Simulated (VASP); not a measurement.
# K3Pd (Pm-3m) in VASP: further runs, part 2 of 2

VASP 6.6.1. Earlier steps stand in the parts before.

## Step 5: Single point, PBE

INCAR reads:

```
ALGO     = Normal         # electronic algorithm
EDIFF    = 1E-6           # SCF threshold, eV
ENCUT    = 520            # plane-wave cutoff, eV
GGA      = PE             # functional
ISIF     = 2              # what is computed and relaxed
ISMEAR   = -1             # smearing method
LASPH    = T              # aspherical terms in the spheres
LCHARG   = F              # write CHGCAR
LREAL    = F              # projectors in reciprocal space
LWAVE    = F              # write WAVECAR
NBANDS   = 26             # bands
NELM     = 80             # most SCF steps
PREC     = Accurate       # precision mode
SIGMA    = 0.05           # smearing width, eV
```

KPOINTS reads:

```
k-points
0
Gamma
  5 5 5
```

POSCAR reads:

```
K3Pd
1.0
    5.4450130000      0.0000000000      0.0000000000
    0.0000000000      5.4450130000      0.0000000000
    0.0000000000      0.0000000000      5.4450130000
K Pd
3 1
Direct
    0.5000000000      0.5000000000      0.0000000000
    0.5000000000      0.0000000000      0.5000000000
    0.0000000000      0.5000000000      0.5000000000
    0.0000000000      0.0000000000      0.0000000000
```

Potentials or basis: VASP PAW PBE potentials, release 64 (K_sv, Pd).

The run is started by

```bash
> cat potpaw_PBE.64/K_sv/POTCAR potpaw_PBE.64/Pd/POTCAR > POTCAR
> mpirun -np 1 vasp_std > vasp.out
```

OUTCAR:

```text
EDIFF = 1E-6
   ENCUT = 520
   GGA = PE
   ISIF = 2
   ISMEAR = -1
   LASPH = T
   LREAL = F
   NELM = 80
   PREC = Accurate

 ion  position               nearest neighbor table
   1  0.500  0.500  0.000-
   2  0.500  0.000  0.500-
   3  0.000  0.500  0.500-
   4  0.000  0.000  0.000-

  LATTYP: Found a simple cubic cell.
[... 468 lines left out ...]

  FORCE on cell =-STRESS in cart. coord.  units (eV):
  Direction    XX          YY          ZZ          XY          YZ          ZX
  --------------------------------------------------------------------------------------
  -------------------------------------------------------------------------------------
  Total       -0.0215296     -0.0215296     -0.0215296     -0.0000000     -0.0000000      0.0000000
  in kB       -0.2136726     -0.2136726     -0.2136726     -0.0000000     -0.0000000      0.0000000
  external PRESSURE =      -0.2136726 kB  Pullay stress =       0.0000000 kB

 VOLUME and BASIS-vectors are now :
 -----------------------------------------------------------------------------
  energy-cutoff  :      520.00
  volume of cell :      161.43
      direct lattice vectors                 reciprocal lattice vectors
     5.445013000  0.000000000  0.000000000     0.183654291  0.000000000  0.000000000
     0.000000000  5.445013000  0.000000000     0.000000000  0.183654291  0.000000000
     0.000000000  0.000000000  5.445013000     0.000000000  0.000000000  0.183654291

 POSITION                                       TOTAL-FORCE (eV/Angst)
 -----------------------------------------------------------------------------------
      2.72251      2.72251      0.00000         0.000000      0.000000      0.000000
      2.72251      0.00000      2.72251         0.000000      0.000000      0.000000
      0.00000      2.72251      2.72251         0.000000      0.000000      0.000000
      0.00000      0.00000      0.00000         0.000000      0.000000      0.000000
 -----------------------------------------------------------------------------------
    total drift:                                0.000000     -0.000000     -0.000000

  FREE ENERGIE OF THE ION-ELECTRON SYSTEM (eV)
  ---------------------------------------------------
  free  energy   TOTEN  =        -7.5628867449 eV

  energy  without entropy=       -7.5473366827  energy(sigma->0) =       -7.55511171
```

OSZICAR:

```text
N       E                     dE             d eps       ncg     rms          rms(c)
DAV:   1     0.262775980721E+03    0.26278E+03   -0.16183E+04   520   0.120E+03
DAV:   2     0.102086866020E+02   -0.25257E+03   -0.24552E+03   586   0.342E+02
DAV:   3    -0.771618546809E+01   -0.17925E+02   -0.17605E+02   812   0.733E+01
DAV:   4    -0.851121912085E+01   -0.79503E+00   -0.79273E+00   750   0.138E+01
DAV:   5    -0.854721797936E+01   -0.35999E-01   -0.35993E-01   776   0.220E+00    0.479E+00
DAV:   6    -0.774278100823E+01    0.80444E+00   -0.43615E+00   582   0.695E+00    0.540E+00
DAV:   7    -0.761917636167E+01    0.12360E+00   -0.82387E-01   756   0.360E+00    0.296E+00
DAV:   8    -0.756844287639E+01    0.50733E-01   -0.32805E-01   608   0.164E+00    0.101E+00
DAV:   9    -0.756595293766E+01    0.24899E-02   -0.11148E-01   642   0.135E+00    0.417E-01
DAV:  10    -0.756265748199E+01    0.32955E-02   -0.19725E-02   606   0.527E-01    0.678E-02
DAV:  11    -0.756287461781E+01   -0.21714E-03   -0.17885E-03   770   0.137E-01    0.441E-02
DAV:  12    -0.756292601932E+01   -0.51402E-04   -0.90927E-05   690   0.501E-02    0.384E-02
DAV:  13    -0.756288638361E+01    0.39636E-04   -0.21073E-04   582   0.524E-02    0.601E-03
DAV:  14    -0.756288667810E+01   -0.29449E-06   -0.15478E-05   618   0.155E-02    0.135E-03
DAV:  15    -0.756288674490E+01   -0.66796E-07   -0.56370E-07   434   0.314E-03
   1 F= -.75628867E+01 E0= -.75551117E+01  d E =-.155501E-01
```

stdout:

```text
POSCAR found type information on POSCAR K Pd
 POSCAR found :  2 types and       4 ions
 scaLAPACK will be used
 LDA part: xc-table for (Slater+PW92), standard interpolation
 POSCAR, INCAR and KPOINTS ok, starting setup
 FFT: planning ... GRIDC
 FFT: planning ... GRID_SOFT
 FFT: planning ... GRID
 WAVECAR not read
 entering main loop
```

Run time: 80 s. Hardware: 1 thread of Intel Xeon 8259CL, shared host; peak memory 0.24 GiB.

Results:

```yaml
Free_energy: -7.5629 eV
Pressure: 0.0 GPa
Band_gap_on_the_k_mesh: zero (an odd number of electrons rules out a gap without spin polarisation)
```

Levels at points of the mesh, in eV from the Fermi level:
| k point | band 14 | band 15 | band 16 | band 17 | band 18 | band 19 | band 20 | band 21 | band 22 | band 23 |
| --- | --- | --- | --- | --- | --- | --- | --- | --- | --- | --- |
| (0.00, 0.00, 0.00) | -1.32 | -1.32 | -1.17 | -1.17 | -1.17 | 0.18 | 2.71 | 2.71 | 2.71 | 2.75 |

## Step 6: Summary

| smearing | gap on the mesh (eV) | pressure (GPa) |
| --- | --- | --- |
| fermi-dirac 0.3 eV | none | 0.2 |
| fermi-dirac 0.2 eV | none | 0.0 |
| fermi-dirac 0.1 eV | none | 0.0 |
| fermi-dirac 0.05 eV | none | 0.0 |

Alike in all rows: task single point; level PBE; potentials or basis VASP PAW PBE potentials, release 64 (K_sv, Pd); no spin polarisation; cell as given; k mesh 5 × 5 × 5; cutoff (eV) 520.

Caveats: so wide a smearing shifts energies and pressures (at least some runs).

Absolute energies hang on the potentials; compare differences alone.
